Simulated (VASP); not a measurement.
# Si2Mo (I4/mmm) in VASP: settings compared

Si2Mo is run at these levels: revPBE+D3(BJ)+U, LDA; tasks: single point.

All numbers are computed with VASP 6.6.1; they aren't measurements. Logs are shortened: lines on timing, memory, paths and dates and some standing lists are left out, and cuts for length are marked.

## Step 1: The cell of the first run

It takes space group I4/mmm (No. 139, tetragonal). The conventional cell has a = 3.200 Å, b = 3.200 Å, c = 7.861 Å, α = 90.00°, β = 90.00°, γ = 90.00°. Within 3.5 Å of Mo (site symmetry 4/mmm) lie 10 Si at 2.62 Å and 4 Mo at 3.20 Å. Within 3.4 Å of Si (site symmetry 4mm) lie 9 Si at 2.61 to 3.20 Å and 5 Mo at 2.62 Å.

## Step 2: Single point, revPBE+D3(BJ)+U

The input, INCAR:

```
SYSTEM = Si2Mo
  PREC = Accurate
  ENCUT = 500
  EDIFF = 1E-6
  ISMEAR = -1
  SIGMA = 0.1
  LREAL = .False.
  LASPH = .True.
  NELM = 200
  ALGO = Normal
  ISIF = 2
  LWAVE = .False.
  LCHARG = .False.
  LMAXMIX = 4
  LDAU = .True.
  LDAUTYPE = 2
  LDAUL = 2 -1
  LDAUU = 4.5 0
  LDAUJ = 0 0
  LDAUPRINT = 1
  GGA = RE
  IVDW = 12
  NBANDS = 18
  GGA_COMPAT = .False.
```

The input, KPOINTS:

```
regular mesh
0
Gamma
  12 12 12
  0 0 0
```

The input, POSCAR:

```
Si2Mo
1.0
   -1.6000000000      1.6000000000      3.9305000000
    1.6000000000     -1.6000000000      3.9305000000
    1.6000000000      1.6000000000     -3.9305000000
Mo Si
1 2
Direct
    0.0000000000      0.0000000000      0.0000000000
    0.6670000000      0.6670000000      0.0000000000
    0.3330000000      0.3330000000      0.0000000000
```

Potentials or basis: VASP PAW PBE potentials, release 64 (Mo_sv, Si).

Launch:

```
> cat potpaw_PBE.64/Mo_sv/POTCAR potpaw_PBE.64/Si/POTCAR > POTCAR
> mpirun -np 1 vasp_std > vasp.out
```

OUTCAR:

```text
SYSTEM = Si2Mo
   PREC = Accurate
   ENCUT = 500
   EDIFF = 1E-6
   ISMEAR = -1
   LREAL = .False.
   LASPH = .True.
   NELM = 200
   ISIF = 2
   GGA = RE
   IVDW = 12
 IVDW          = 12

 ion  position               nearest neighbor table
   1  0.000  0.000  0.000-   2 2.62   3 2.62   2 2.62   3 2.62   2 2.62   3 2.62   3 2.62   2 2.62
                             2 2.62   3 2.62
   2  0.667  0.667  0.000-   3 2.61   3 2.61   3 2.61   3 2.61   1 2.62   1 2.62   1 2.62   1 2.62
                             1 2.62   3 2.63
   3  0.333  0.333  0.000-   2 2.61   2 2.61   2 2.61   2 2.61   1 2.62   1 2.62   1 2.62   1 2.62
                             1 2.62   2 2.63

  LATTYP: Found a body centered tetragonal cell.
 ALAT       =     3.2000000000
 C/A-ratio  =     2.4565625000

  Lattice vectors:

 A1 = (  -1.6000000000,   1.6000000000,   3.9305000000)
 A2 = (   1.6000000000,  -1.6000000000,   3.9305000000)
 A3 = (   1.6000000000,   1.6000000000,  -3.9305000000)

Analysis of symmetry for initial positions (statically):
=====================================================================
 Subroutine PRICEL returns:
 Original cell was already a primitive cell.

 Routine SETGRP: Setting up the symmetry group for a
 body centered tetragonal supercell.

 Subroutine GETGRP returns: Found 16 space group operations
 (whereof 16 operations were pure point group operations)
 out of a pool of 16 trial point group operations.

The static configuration has the point symmetry D_4h.

Analysis of symmetry for dynamics (positions and initial velocities):
=====================================================================
 Subroutine PRICEL returns:
 Original cell was already a primitive cell.

 Routine SETGRP: Setting up the symmetry group for a
 body centered tetragonal supercell.

 Subroutine GETGRP returns: Found 16 space group operations
 (whereof 16 operations were pure point group operations)
 out of a pool of 16 trial point group operations.

The dynamic configuration has the point symmetry D_4h.

 Subroutine INISYM returns: Found 16 space group operations
 (whereof 16 operations are pure point group operations),
 and found     1 'primitive' translations

----------------------------------------------------------------------------------------

                                     Primitive cell

  volume of cell :      40.2483

  direct lattice vectors                    reciprocal lattice vectors
    -1.600000000  1.600000000  3.930500000     0.000000000  0.312500000  0.127210279
     1.600000000 -1.600000000  3.930500000     0.312500000  0.000000000  0.127210279
     1.600000000  1.600000000 -3.930500000     0.312500000  0.312500000  0.000000000

  length of vectors
     4.535287229  4.535287229  4.535287229     0.337399918  0.337399918  0.441941738

  position of ions in fractional coordinates (direct lattice)
     0.000000000  0.000000000  0.000000000
     0.667000000  0.667000000  0.000000000
     0.333000000  0.333000000  0.000000000

  ion indices of the primitive-cell ions
   primitive index   ion index
                 1           1
                 2           2
                 3           3

----------------------------------------------------------------------------------------

 KPOINTS: regular mesh

Automatic generation of k-mesh.
 Grid dimensions read from file:
 generate k-points for:   12   12   12

 Generating k-lattice:

  Cartesian coordinates                     Fractional coordinates (reciprocal lattice)
     0.000000000  0.026041667  0.010600857     0.083333333  0.000000000 -0.000000000
     0.026041667  0.000000000  0.010600857     0.000000000  0.083333333 -0.000000000
     0.026041667  0.026041667  0.000000000     0.000000000  0.000000000  0.083333333

[... 46 lines left out ...]
 SYSTEM =  Si2Mo
   PREC   = accura    normal or accurate (medium, high low for compatibility)
   ISTART =      0    job   : 0-new  1-cont  2-samecut
   ICHARG =      2    charge: 1-file 2-atom 10-const
   ISPIN  =      1    spin polarized calculation?
   LNONCOLLINEAR =      F non collinear calculations
   LSORBIT =      F    spin-orbit coupling
   LASPH  =      T    aspherical Exc in radial PAW
   ENCUT  =  500.0 eV  36.75 Ry    6.06 a.u.   8.27  8.27  8.27*2*pi/ulx,y,z
   NELM   =    200;   NELMIN=  2; NELMDL= -5     # of ELM steps
   EDIFF  = 0.1E-05   stopping-criterion for ELM
   LREAL  =      F    real-space projection
   EDIFFG = 0.1E-04   stopping-criterion for IOM
   NSW    =      0    number of steps for IOM
   IBRION =     -1    ionic relax: 0-MD 1-quasi-New 2-CG
   NFREE  =      0    steps in history (QN), initial steepest desc. (CG)
   ISIF   =      2    stress and relaxation
   ISYM   =      2    0-nonsym 1-usesym 2-fastsym
   POTIM  = 0.5000    time-step for ionic-motion
   TEBEG  =    0.0;   TEEND  =   0.0 temperature during run
   PSTRESS=    0.0 pullay stress
   NELECT =      22.0000    total number of electrons
   NUPDOWN=      -1.0000    fix difference up-down
   EMIN   =  10.00;   EMAX   =-10.00  energy-range for DOS
   EFERMI =   0.00;   METHOD = LEGACY
   ISMEAR =    -1;   SIGMA  =   0.10  broadening in eV -4-tet -1-fermi 0-gaus
   EFERMI_NEDOS =   21; number of points for ismear=-14 and -15
   IALGO  =     38    algorithm
   IMIX   =      4    mixing-type and parameters
     AMIX     =   0.40;   BMIX     =  1.00
     AMIX_MAG =   1.60;   BMIX_MAG =  1.00
  volume/ion in A,a.u.               =      13.42        90.54
  Fermi-wavevector in a.u.,A,eV,Ry     =   1.338546  2.529484 24.377614  1.791704
  Thomas-Fermi vector in A             =   2.467007
   LORBIT       =      0    0 simple, 1 ext, 2 COOP (PROOUT), +10 PAW based schemes
 LDA+U is selected, type is set to LDAUTYPE =  2
   angular momentum for each species LDAUL =     2   -1
   U (eV)           for each species LDAUU =   4.5  0.0
   J (eV)           for each species LDAUJ =   0.0  0.0
   GGA     = RE    functional components
   LHFCALC =     F    Hartree Fock is set to
   AEXX    =    0.0000 exact exchange contribution
   IVDW    =    12    specifies the selected vdW correction
   LEPSILON=     F    determine dielectric tensor
   LRPA    =     F    only Hartree local field effects (RPA)
 non-spin polarized calculation
  energy-cutoff  :      500.00
  volume of cell :       40.25
 maximum number of plane-waves:      1042
 NGX is ok and might be reduce to    36
   NGX = 17   NGY = 17   NGZ = 17

atom =   1  type =  1  l = 2

 onsite density matrix

spin component  1

  0.5022 -0.0000  0.0000  0.0000  0.0000
 -0.0000  0.4766 -0.0000  0.0000 -0.0000
  0.0000 -0.0000  0.3464  0.0000 -0.0000
  0.0000  0.0000  0.0000  0.4766  0.0000
  0.0000 -0.0000 -0.0000  0.0000  0.2782

spin component  2

  0.5022 -0.0000  0.0000  0.0000  0.0000
 -0.0000  0.4766 -0.0000  0.0000 -0.0000
  0.0000 -0.0000  0.3464  0.0000 -0.0000
  0.0000  0.0000  0.0000  0.4766  0.0000
  0.0000 -0.0000 -0.0000  0.0000  0.2782

 occupancies and eigenvectors

  o =  0.2782  v =  0.0000 -0.0000 -0.0000  0.0000 -1.0000  0.0000  0.0000  0.0000  0.0000  0.0000      0.0000  0.0000  0.0000  0.0000  0.0000  0.0000  0.0000  0.0000  0.0000  0.0000
  o =  0.2782  v =  0.0000  0.0000  0.0000  0.0000  0.0000  0.0000 -0.0000 -0.0000  0.0000 -1.0000      0.0000  0.0000  0.0000  0.0000  0.0000  0.0000  0.0000  0.0000  0.0000  0.0000
  o =  0.3464  v =  0.0000 -0.0000 -1.0000  0.0000  0.0000  0.0000  0.0000  0.0000  0.0000  0.0000      0.0000  0.0000  0.0000  0.0000  0.0000  0.0000  0.0000  0.0000  0.0000  0.0000
  o =  0.3464  v =  0.0000  0.0000  0.0000  0.0000  0.0000  0.0000 -0.0000 -1.0000  0.0000  0.0000      0.0000  0.0000  0.0000  0.0000  0.0000  0.0000  0.0000  0.0000  0.0000  0.0000
  o =  0.4766  v =  0.0000  0.0000  0.0000  0.0000  0.0000  0.0000 -0.3796  0.0000 -0.9252  0.0000      0.0000  0.0000  0.0000  0.0000  0.0000  0.0000  0.0000  0.0000  0.0000  0.0000
  o =  0.4766  v =  0.0000 -0.3796  0.0000 -0.9252  0.0000  0.0000  0.0000  0.0000  0.0000  0.0000      0.0000  0.0000  0.0000  0.0000  0.0000  0.0000  0.0000  0.0000  0.0000  0.0000
  o =  0.4766  v =  0.0000  0.0000  0.0000  0.0000  0.0000  0.0000 -0.9252  0.0000  0.3796  0.0000      0.0000  0.0000  0.0000  0.0000  0.0000  0.0000  0.0000  0.0000  0.0000  0.0000
  o =  0.4766  v =  0.0000 -0.9252  0.0000  0.3796  0.0000  0.0000  0.0000  0.0000  0.0000  0.0000      0.0000  0.0000  0.0000  0.0000  0.0000  0.0000  0.0000  0.0000  0.0000  0.0000
  o =  0.5022  v =  1.0000  0.0000  0.0000  0.0000  0.0000  0.0000  0.0000  0.0000  0.0000  0.0000      0.0000  0.0000  0.0000  0.0000  0.0000  0.0000  0.0000  0.0000  0.0000  0.0000
  o =  0.5022  v =  0.0000  0.0000  0.0000  0.0000  0.0000  1.0000  0.0000  0.0000  0.0000  0.0000      0.0000  0.0000  0.0000  0.0000  0.0000  0.0000  0.0000  0.0000  0.0000  0.0000

 number of electron      22.0000000 magnetization

 Free energy of the ion-electron system (eV)
  ---------------------------------------------------
  ext. energy  EPLUGINS =         0.00000000
  ---------------------------------------------------
  free energy    TOTEN  =       -16.97017176 eV

  energy without entropy =      -16.96368860  energy(sigma->0) =      -16.96693018

 E-fermi :  12.4011     XC(G=0): -12.4084

 val. band max:       12.2916524265   @ k =  -0.1667  -0.2500   0.1667
 cond. band min:      12.4816642739   @ k =  -0.4167  -0.4167   0.4167
 fundamental gap:      0.1900118475
 Fermi energy:        12.4010727464

 k-point     1 :       0.0000    0.0000    0.0000
  band No.  band energies     occupation
      1     -48.5964      2.00000
      2     -22.7483      2.00000
      3     -22.6527      2.00000
      4     -22.6527      2.00000
      5      -1.1004      2.00000
      6       6.1731      2.00000
[... 481 lines left out ...]
      5       1.8492      2.00000
      6       4.3653      2.00000
[... 10 lines left out ...]
     17      19.6984      0.00000
     18      20.5192      0.00000

 [... further k-points ...]

------------------------ aborting loop because EDIFF is reached ----------------------------------------

 Edisp (eV)   -3.31474

 E8    (eV) :    -2.3174

  FORCE on cell =-STRESS in cart. coord.  units (eV):
  Direction    XX          YY          ZZ          XY          YZ          ZX
  --------------------------------------------------------------------------------------
  -------------------------------------------------------------------------------------
  Total      -1.58363    -1.58363    -1.95612     0.00000     0.00000     0.00000
  in kB     -63.04024   -63.04024   -77.86769     0.00000     0.00000     0.00000
  external pressure =      -67.98 kB  Pullay stress =        0.00 kB

 VOLUME and BASIS-vectors are now :
 -----------------------------------------------------------------------------
  energy-cutoff  :      500.00
  volume of cell :       40.25
      direct lattice vectors                 reciprocal lattice vectors
    -1.600000000  1.600000000  3.930500000     0.000000000  0.312500000  0.127210279
     1.600000000 -1.600000000  3.930500000     0.312500000  0.000000000  0.127210279
     1.600000000  1.600000000 -3.930500000     0.312500000  0.312500000  0.000000000

 POSITION                                       TOTAL-FORCE (eV/Angst)
 -----------------------------------------------------------------------------------
      0.00000      0.00000      0.00000        -0.000000     -0.000000     -0.000000
      0.00000      0.00000      5.24329        -0.000000     -0.000000     -0.418454
      0.00000      0.00000      2.61771         0.000000      0.000000      0.418454
 -----------------------------------------------------------------------------------
    total drift:                                0.000000      0.000000     -0.000000

  FREE ENERGIE OF THE ION-ELECTRON SYSTEM (eV)
  ---------------------------------------------------
  free  energy   TOTEN  =       -20.2849153823 eV

  energy  without entropy=      -20.2784322157  energy(sigma->0) =      -20.28167380
```

Run time: 2.1 min. Hardware: 1 thread of Intel Xeon Platinum 8259CL at 2.50GHz (Skylake/Cascade Lake), shared host; peak memory 0.28 GiB.

Results:

* Free energy: -20.2849 eV
* Pressure: -6.8 GPa
* Largest force: 0.418 eV/Å
* Band gap on the k mesh: zero (bands 11 and 12 overlap by 0.87 eV)
* Dispersion energy per atom: -1.105 eV

Forces on the atoms (eV/Å):
```
Mo   0.000  0.000  0.000
Si   0.000  0.000 -0.418
Si   0.000  0.000  0.418
```

Levels at points of the mesh, in eV from the Fermi level:
```tsv
k point	band 8	band 9	band 10	band 11	band 12	band 13	band 14	band 15
(0.00, 0.00, 0.00)	-2.72	-2.72	-2.48	0.21	3.03	3.05	3.58	3.58
(0.50, 0.00, 0.00)	-4.53	-2.65	-2.38	-0.62	2.82	3.00	4.11	4.22
(0.50, 0.50, 0.00)	-5.28	-4.46	-3.14	-1.23	2.97	3.02	3.08	3.16
(0.50, 0.50, 0.50)	-2.04	-0.68	-0.68	-0.56	-0.56	0.34	4.60	5.27
```

Eigenvalues of the final occupation matrices:
| site | spin | trace | eigenvalues |
| --- | --- | --- | --- |
| site 1 d | 1 | 2.08 | 0.28 0.35 0.48 0.48 0.50 |
| site 1 d | 2 | 2.08 | 0.28 0.35 0.48 0.48 0.50 |

Caveat: three body term missing; the cell stands under tension; the PAW data sets were made with another functional, which shifts forces and pressure a little; U without spin polarisation on a metal has little footing; the U is typed as a test and isn't derived for this compound.

## Step 3: Single point, LDA

The input, INCAR:

```
SYSTEM = Si2Mo
PREC = Accurate
ENCUT = 520
EDIFF = 1E-6
ISMEAR = -1
SIGMA = 0.05
LREAL = .False.
LASPH = .True.
NELM = 80
ALGO = Normal
ISIF = 2
LWAVE = .False.
LCHARG = .False.
NBANDS = 18
```

The input, KPOINTS:

```
Automatic mesh
0
Gamma
  12 12 12
  0 0 0
```

POSCAR is that of step 2.

Potentials or basis: VASP PAW LDA potentials, release 64 (Mo_sv, Si).

Launch:

```
> cat potpaw_LDA.64/Mo_sv/POTCAR potpaw_LDA.64/Si/POTCAR > POTCAR
> mpirun -np 1 vasp_std > vasp.out
```

It took 2.7 min on 1 thread of Intel Xeon 8259CL, shared host; peak memory 0.25 GiB.

Results (log left out):

```
Free energy            : -25.7963 eV
Pressure               : -5.5 GPa
Largest force          : 0.366 eV/Å
Band gap on the k mesh : zero (bands 11 and 12 overlap by 1.03 eV)
```

Forces in eV/Å, atoms in the order of the input:
```
Mo   0.000  0.000  0.000
Si   0.000  0.000 -0.366
Si   0.000  0.000  0.366
```

Stress tensor (GPa, compression positive):
```
-4.92  0.00  0.00
 0.00 -4.92  0.00
 0.00  0.00 -6.75
```

Levels at points of the mesh, in eV from the Fermi level:
```tsv
k point	band 8	band 9	band 10	band 11	band 12	band 13	band 14	band 15
(0.00, 0.00, 0.00)	-3.05	-2.66	-2.66	0.41	3.03	3.18	3.63	3.63
(0.50, 0.00, 0.00)	-4.42	-2.63	-2.51	-0.52	2.22	3.00	3.99	4.24
(0.50, 0.50, 0.00)	-5.28	-4.48	-3.06	-1.09	2.27	2.67	2.98	3.25
(0.50, 0.50, 0.50)	-2.30	-0.60	-0.60	-0.52	-0.52	0.55	4.57	5.04
```

Caveat: the cell stands under tension.
